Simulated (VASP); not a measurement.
# AlN (P6_3/mmc) in VASP: further runs, part 2 of 2

VASP 6.6.1. The steps go on from the part before.

### 4 Single point, PBE (volume 10.352 Å^3 an atom, c/a of the conventional cell 1.2305)

Contents of INCAR:

```
SYSTEM = AlN
ALGO     = Normal         ! electronic algorithm
EDIFF    = 1E-6           ! SCF threshold, eV
ENCUT    = 520            ! plane-wave cutoff, eV
GGA      = PE             ! functional
ISIF     = 2              ! what is computed and relaxed
ISMEAR   = 0              ! smearing method
LASPH    = .TRUE.         ! aspherical terms in the spheres
LCHARG   = .TRUE.         ! write CHGCAR
LELF     = .TRUE.         ! ELF
LREAL    = .FALSE.        ! projectors in reciprocal space
LVHAR    = .TRUE.       
LWAVE    = .FALSE.        ! write WAVECAR
NBANDS   = 16             ! bands
NELM     = 100            ! most SCF steps
PREC     = Accurate       ! precision mode
SIGMA    = 0.05           ! smearing width, eV
```

Contents of KPOINTS:

```
k-points
0
G
  9 9 6
  0 0 0
```

Contents of POSCAR:

```
AlN
1.0
    3.3870686696      0.0000000000      0.0000000000
   -1.6935343348      2.9332875122      0.0000000000
    0.0000000000      0.0000000000      4.1677879979
Al N
2 2
Direct
    0.3333333333      0.6666666667      0.7500000000
    0.6666666667      0.3333333333      0.2500000000
    0.3333333333      0.6666666667      0.2500000000
    0.6666666667      0.3333333333      0.7500000000
```

Potentials or basis: VASP PAW PBE potentials, release 64 (Al, N).

Run with:

```console
$ cat potpaw_PBE.64/Al/POTCAR potpaw_PBE.64/N/POTCAR > POTCAR
$ mpirun -np 1 vasp_std > vasp.out
```

OUTCAR:

```text
SYSTEM = AlN
   EDIFF = 1E-6
   ENCUT = 520
   GGA = PE
   ISIF = 2
   ISMEAR = 0
   LASPH = .TRUE.
   LREAL = .FALSE.
   NELM = 100
   PREC = Accurate

 ion  position               nearest neighbor table
   1  0.333  0.667  0.750-   4 1.96   4 1.96   4 1.96   3 2.08   3 2.08   2 2.86   2 2.86   2 2.86
                             2 2.86   2 2.86   2 2.86
   2  0.667  0.333  0.250-   3 1.96   3 1.96   3 1.96   4 2.08   4 2.08   1 2.86   1 2.86   1 2.86
                             1 2.86   1 2.86   1 2.86
   3  0.333  0.667  0.250-   2 1.96   2 1.96   2 1.96   1 2.08   1 2.08
   4  0.667  0.333  0.750-   1 1.96   1 1.96   1 1.96   2 2.08   2 2.08

  LATTYP: Found a hexagonal cell.
 ALAT       =     3.3870686696
 C/A-ratio  =     1.2305000000

  Lattice vectors:

 A1 = (   3.3870686696,   0.0000000000,   0.0000000000)
 A2 = (  -1.6935343348,   2.9332875122,   0.0000000000)
 A3 = (   0.0000000000,   0.0000000000,   4.1677879979)

Analysis of symmetry for initial positions (statically):
[... 10 lines left out ...]

The static configuration has the point symmetry D_3d.
 The point group associated with its full space group is D_6h.

Analysis of symmetry for dynamics (positions and initial velocities):
[... 161 lines left out ...]
  free energy    TOTEN  =       -29.26354397 eV

  energy without entropy =      -29.26354397  energy(sigma->0) =      -29.26354397

 E-fermi :   7.6239     XC(G=0): -10.9808

 val. band max:        7.3836677178   @ k =   0.0000   0.0000   0.0000
 cond. band min:      10.4393299768   @ k =   0.0000   0.0000   0.0000
 fundamental gap:      3.0556622589
 Fermi energy:         7.6238502436

 k-point     1 :       0.0000    0.0000    0.0000
  band No.  band energies     occupation
      1      -8.9887      2.00000
      2      -5.4277      2.00000
      3       0.9253      2.00000
      4       4.2635      2.00000
      5       4.2635      2.00000
      6       6.0192      2.00000
[... 433 lines left out ...]
      3       1.2176      2.00000
      4       2.0790      2.00000
      5       2.0790      2.00000
      6       4.7678      2.00000
[... 8 lines left out ...]
     15      18.6280      0.00000
     16      20.2054      0.00000

 [... further k-points ...]
[... 5 lines left out ...]
  --------------------------------------------------------------------------------------
  -------------------------------------------------------------------------------------
  Total       -2.5527870     -2.5527870     -1.1742074      0.0000000      0.0000000     -0.0000000
  in kB      -98.7736067    -98.7736067    -45.4329724      0.0000000      0.0000000     -0.0000000
  external PRESSURE =     -80.9933953 kB  Pullay stress =       0.0000000 kB

 VOLUME and BASIS-vectors are now :
 -----------------------------------------------------------------------------
  energy-cutoff  :      520.00
  volume of cell :       41.41
      direct lattice vectors                 reciprocal lattice vectors
     3.387068670  0.000000000  0.000000000     0.295240545  0.170457208  0.000000000
    -1.693534335  2.933287512  0.000000000     0.000000000  0.340914416  0.000000000
     0.000000000  0.000000000  4.167787998     0.000000000  0.000000000  0.239935429

 POSITION                                       TOTAL-FORCE (eV/Angst)
 -----------------------------------------------------------------------------------
     -0.00000      1.95553      3.12584         0.000000      0.000000      0.000000
      1.69353      0.97776      1.04195         0.000000     -0.000000     -0.000000
     -0.00000      1.95553      1.04195         0.000000     -0.000000      0.000000
      1.69353      0.97776      3.12584        -0.000000      0.000000      0.000000
 -----------------------------------------------------------------------------------
    total drift:                               -0.000000      0.000000     -0.000000

  FREE ENERGIE OF THE ION-ELECTRON SYSTEM (eV)
  ---------------------------------------------------
  free  energy   TOTEN  =       -29.2635439710 eV

  energy  without entropy=      -29.2635439710  energy(sigma->0) =      -29.26354397
```

OSZICAR:

```text
N       E                     dE             d eps       ncg     rms          rms(c)
DAV:   1     0.418616020725E+02    0.41862E+02   -0.72082E+03  1544   0.892E+02
DAV:   2    -0.301327348391E+02   -0.71994E+02   -0.65158E+02  2232   0.185E+02
DAV:   3    -0.336107575000E+02   -0.34780E+01   -0.34650E+01  1880   0.421E+01
DAV:   4    -0.336329212935E+02   -0.22164E-01   -0.22162E-01  1848   0.379E+00
DAV:   5    -0.336332194390E+02   -0.29815E-03   -0.29814E-03  1856   0.444E-01    0.114E+01
DAV:   6    -0.292770182814E+02    0.43562E+01   -0.91265E+00  1984   0.223E+01    0.377E+00
DAV:   7    -0.292859504464E+02   -0.89322E-02   -0.68858E-01  1712   0.571E+00    0.278E+00
DAV:   8    -0.292726142903E+02    0.13336E-01   -0.97859E-02  1640   0.268E+00    0.936E-01
DAV:   9    -0.292630186859E+02    0.95956E-02   -0.19607E-02  1920   0.111E+00    0.294E-01
DAV:  10    -0.292636546457E+02   -0.63596E-03   -0.36040E-03  1760   0.389E-01    0.166E-01
DAV:  11    -0.292635430489E+02    0.11160E-03   -0.21484E-04  1824   0.117E-01    0.488E-02
DAV:  12    -0.292635447045E+02   -0.16556E-05   -0.17638E-05  1680   0.328E-02    0.921E-03
DAV:  13    -0.292635439710E+02    0.73352E-06   -0.71811E-06  1928   0.199E-02
   1 F= -.29263544E+02 E0= -.29263544E+02  d E =-.552571E-14
```

stdout:

```text
POSCAR found type information on POSCAR AlN
 POSCAR found :  2 types and       4 ions
 scaLAPACK will be used
 LDA part: xc-table for (Slater+PW92), standard interpolation
 POSCAR, INCAR and KPOINTS ok, starting setup
 FFT: planning ... GRIDC
 FFT: planning ... GRID_SOFT
 FFT: planning ... GRID
 WAVECAR not read
 entering main loop
```

Run time: 12 s. Hardware: 1 thread of Intel Xeon 6975P-C (Granite Rapids), shared host; peak memory 0.17 GiB.

What came out:

```yaml
Free_energy: -29.2635 eV
Pressure: -8.1 GPa
Band_gap_on_the_k_mesh: 3.06 eV, direct
```

Stress tensor (GPa, compression positive):
```
-9.88  0.00  0.00
 0.00 -9.88  0.00
 0.00  0.00 -4.54
```

### 5 Single point, PBE (volume 10.352 Å^3 an atom, c/a of the conventional cell 1.1980)

Contents of INCAR:

```
PREC = Accurate
ENCUT = 520
EDIFF = 1E-6
ISMEAR = 0
SIGMA = 0.05
LREAL = False
LASPH = True
NELM = 100
ALGO = Normal
ISIF = 2
LWAVE = False
LCHARG = False
GGA = PE
NBANDS = 16
```

Contents of KPOINTS:

```
regular mesh
0
Gamma
  9 9 6
```

Contents of POSCAR:

```
AlN
1.0
    3.4174245499      0.0000000000      0.0000000000
   -1.7087122750      2.9595764757      0.0000000000
    0.0000000000      0.0000000000      4.0940746108
Al N
2 2
Direct
    0.3333333333      0.6666666667      0.7500000000
    0.6666666667      0.3333333333      0.2500000000
    0.3333333333      0.6666666667      0.2500000000
    0.6666666667      0.3333333333      0.7500000000
```

Run with:

```console
$ cat potpaw_PBE.64/Al/POTCAR potpaw_PBE.64/N/POTCAR > POTCAR
$ mpirun -np 1 vasp_std > vasp.out
```

Run time: 12 s. Hardware: 1 thread of Intel Xeon 6975P-C (Granite Rapids), shared host; peak memory 0.16 GiB.

Results (log left out):

| Property | Result |
| --- | --- |
| Free energy | -29.2298 eV |
| Pressure | -8.1 GPa |
| Band gap on the k mesh | 3.15 eV, direct |

Stress tensor (GPa, compression positive):
```
-11.18   0.00   0.00
  0.00 -11.18   0.00
  0.00   0.00  -1.83
```

Levels at points of the mesh, in eV from the valence-band top:
| k point | band 5 | band 6 | band 7 | band 8 | band 9 | band 10 | band 11 | band 12 |
| --- | --- | --- | --- | --- | --- | --- | --- | --- |
| (0.00, 0.00, 0.00) | -3.08 | -1.19 | -1.19 | 0.00 | 3.15 | 4.14 | 8.00 | 8.00 |
| (0.00, 0.00, 0.50) | -2.17 | -2.17 | -2.17 | -2.17 | 5.63 | 5.63 | 8.12 | 8.12 |

### 6 Single point, PBE (volume 10.352 Å^3 an atom, c/a of the conventional cell 1.3332)

Contents of INCAR:

```
SYSTEM = AlN
PREC = Accurate ; ENCUT = 520
EDIFF = 1E-7 ; ISMEAR = 0
SIGMA = 0.05 ; LREAL = .FALSE.
LASPH = .TRUE. ; NELM = 60
ALGO = Normal ; ISIF = 2
LWAVE = .FALSE. ; LCHARG = .TRUE.
GGA = PE ; LELF = .TRUE.
LVHAR = .TRUE. ; NBANDS = 16
```

Contents of KPOINTS:

```
Automatic mesh
0
G
  9 9 6
  0 0 0
```

Contents of POSCAR:

```
AlN
1.0
    3.2977629870      0.0000000000      0.0000000000
   -1.6488814935      2.8559465224      0.0000000000
    0.0000000000      0.0000000000      4.3965776143
Al N
2 2
Direct
    0.3333333333      0.6666666667      0.7500000000
    0.6666666667      0.3333333333      0.2500000000
    0.3333333333      0.6666666667      0.2500000000
    0.6666666667      0.3333333333      0.7500000000
```

Potentials or basis: VASP PAW PBE potentials, release 64 (Al, N).

Run with:

```console
$ cat potpaw_PBE.64/Al/POTCAR potpaw_PBE.64/N/POTCAR > POTCAR
$ mpirun -np 1 vasp_std > vasp.out
```

OUTCAR:

```text
SYSTEM = AlN
   PREC = Accurate
   ENCUT = 520
   EDIFF = 1E-7
   ISMEAR = 0
   LREAL = .FALSE.
   LASPH = .TRUE.
   NELM = 60
   ISIF = 2
   GGA = PE

 ion  position               nearest neighbor table
   1  0.333  0.667  0.750-   4 1.90   4 1.90   4 1.90   3 2.20   3 2.20   2 2.91   2 2.91   2 2.91
                             2 2.91   2 2.91   2 2.91
   2  0.667  0.333  0.250-   3 1.90   3 1.90   3 1.90   4 2.20   4 2.20   1 2.91   1 2.91   1 2.91
                             1 2.91   1 2.91   1 2.91
   3  0.333  0.667  0.250-   2 1.90   2 1.90   2 1.90   1 2.20   1 2.20
   4  0.667  0.333  0.750-   1 1.90   1 1.90   1 1.90   2 2.20   2 2.20

  LATTYP: Found a hexagonal cell.
 ALAT       =     3.2977629870
 C/A-ratio  =     1.3332000000

  Lattice vectors:

 A1 = (   3.2977629870,   0.0000000000,   0.0000000000)
 A2 = (  -1.6488814935,   2.8559465224,   0.0000000000)
 A3 = (   0.0000000000,   0.0000000000,   4.3965776143)

Analysis of symmetry for initial positions (statically):
[... 10 lines left out ...]

The static configuration has the point symmetry D_3d.
 The point group associated with its full space group is D_6h.

Analysis of symmetry for dynamics (positions and initial velocities):
[... 10 lines left out ...]

The dynamic configuration has the point symmetry D_3d.
 The point group associated with its full space group is D_6h.

[... 149 lines left out ...]
  energy without entropy =      -29.26204293  energy(sigma->0) =      -29.26204293

 E-fermi :   7.9174     XC(G=0): -10.9884

 val. band max:        7.6835730108   @ k =   0.0000   0.0000   0.0000
 cond. band min:      10.5055698037   @ k =   0.0000   0.0000   0.0000
 fundamental gap:      2.8219967929
 Fermi energy:         7.9173619087

 k-point     1 :       0.0000    0.0000    0.0000
  band No.  band energies     occupation
      1      -8.9480      2.00000
      2      -5.8056      2.00000
      3       0.8178      2.00000
      4       4.5038      2.00000
      5       4.5038      2.00000
      6       5.8676      2.00000
[... 433 lines left out ...]
      3       1.2672      2.00000
      4       2.0667      2.00000
      5       2.0667      2.00000
      6       4.2620      2.00000
[... 8 lines left out ...]
     15      18.4027      0.00000
     16      20.0653      0.00000

 [... further k-points ...]
[... 5 lines left out ...]
  --------------------------------------------------------------------------------------
  -------------------------------------------------------------------------------------
  Total       -0.9539833     -0.9539833     -2.3422572      0.0000000      0.0000000      0.0000000
  in kB      -36.9119612    -36.9119612    -90.6276913      0.0000000      0.0000000      0.0000000
  external PRESSURE =     -54.8172046 kB  Pullay stress =       0.0000000 kB

 VOLUME and BASIS-vectors are now :
 -----------------------------------------------------------------------------
  energy-cutoff  :      520.00
  volume of cell :       41.41
      direct lattice vectors                 reciprocal lattice vectors
     3.297762987  0.000000000  0.000000000     0.303235861  0.175073306  0.000000000
    -1.648881494  2.855946522  0.000000000     0.000000000  0.350146612  0.000000000
     0.000000000  0.000000000  4.396577614     0.000000000  0.000000000  0.227449641

 POSITION                                       TOTAL-FORCE (eV/Angst)
 -----------------------------------------------------------------------------------
     -0.00000      1.90396      3.29743        -0.000000      0.000000      0.000000
      1.64888      0.95198      1.09914         0.000000     -0.000000      0.000000
     -0.00000      1.90396      1.09914        -0.000000      0.000000     -0.000000
      1.64888      0.95198      3.29743         0.000000     -0.000000     -0.000000
 -----------------------------------------------------------------------------------
    total drift:                               -0.000000      0.000000      0.000000

  FREE ENERGIE OF THE ION-ELECTRON SYSTEM (eV)
  ---------------------------------------------------
  free  energy   TOTEN  =       -29.2620429286 eV

  energy  without entropy=      -29.2620429286  energy(sigma->0) =      -29.26204293
```

OSZICAR:

```text
N       E                     dE             d eps       ncg     rms          rms(c)
DAV:   1     0.422821376366E+02    0.42282E+02   -0.73371E+03  1536   0.898E+02
DAV:   2    -0.301460174354E+02   -0.72428E+02   -0.65793E+02  2264   0.186E+02
DAV:   3    -0.336586646068E+02   -0.35126E+01   -0.34989E+01  1816   0.420E+01
DAV:   4    -0.336802952321E+02   -0.21631E-01   -0.21628E-01  1912   0.373E+00
DAV:   5    -0.336805916724E+02   -0.29644E-03   -0.29644E-03  1832   0.437E-01    0.116E+01
DAV:   6    -0.292635476824E+02    0.44170E+01   -0.93108E+00  1968   0.227E+01    0.385E+00
DAV:   7    -0.292792748459E+02   -0.15727E-01   -0.65960E-01  1664   0.569E+00    0.281E+00
DAV:   8    -0.292694518618E+02    0.98230E-02   -0.78581E-02  1600   0.252E+00    0.881E-01
DAV:   9    -0.292615399356E+02    0.79119E-02   -0.15413E-02  1928   0.100E+00    0.285E-01
DAV:  10    -0.292621419434E+02   -0.60201E-03   -0.30238E-03  1712   0.358E-01    0.159E-01
DAV:  11    -0.292620399974E+02    0.10195E-03   -0.20456E-04  1736   0.115E-01    0.415E-02
DAV:  12    -0.292620432196E+02   -0.32221E-05   -0.16083E-05  1680   0.317E-02    0.679E-03
DAV:  13    -0.292620429151E+02    0.30448E-06   -0.49859E-06  1816   0.169E-02    0.635E-03
DAV:  14    -0.292620429286E+02   -0.13539E-07   -0.43955E-07  1776   0.593E-03
   1 F= -.29262043E+02 E0= -.29262043E+02  d E =-.185704E-13
```

stdout:

```text
POSCAR found type information on POSCAR AlN
 POSCAR found :  2 types and       4 ions
 scaLAPACK will be used
 LDA part: xc-table for (Slater+PW92), standard interpolation
 POSCAR, INCAR and KPOINTS ok, starting setup
 FFT: planning ... GRIDC
 FFT: planning ... GRID_SOFT
 FFT: planning ... GRID
 WAVECAR not read
 entering main loop
```

Run time: 15 s. Hardware: 1 thread of Intel Xeon 6975P-C (Granite Rapids), shared host; peak memory 0.17 GiB.

Results:

```yaml
Free_energy: -29.2620 eV
Pressure: -5.5 GPa
Band_gap_on_the_k_mesh: 2.82 eV, direct
```

Stress tensor (GPa, compression positive):
```
-3.69  0.00  0.00
 0.00 -3.69  0.00
 0.00  0.00 -9.06
```

### 7 The runs side by side

| cell | gap on the mesh (eV) | pressure (GPa) |
| --- | --- | --- |
| a = 3.327, b = 3.327, c = 4.319 Å, angles 90.0, 90.0, 120.0°, 4 atoms | 2.89 | -6.8 |
| a = 3.448, b = 3.448, c = 4.022 Å, angles 90.0, 90.0, 120.0°, 4 atoms | 3.25 | -7.6 |
| a = 3.387, b = 3.387, c = 4.168 Å, angles 90.0, 90.0, 120.0°, 4 atoms | 3.06 | -8.1 |
| a = 3.417, b = 3.417, c = 4.094 Å, angles 90.0, 90.0, 120.0°, 4 atoms | 3.15 | -8.1 |
| a = 3.298, b = 3.298, c = 4.397 Å, angles 90.0, 90.0, 120.0°, 4 atoms | 2.82 | -5.5 |

Alike in all rows: task single point; level PBE; potentials or basis VASP PAW PBE potentials, release 64 (Al, N); no spin polarisation; k mesh 9 × 9 × 6; cutoff (eV) 520; smearing gaussian 0.05 eV.

Absolute energies hang on the potentials; compare differences alone.
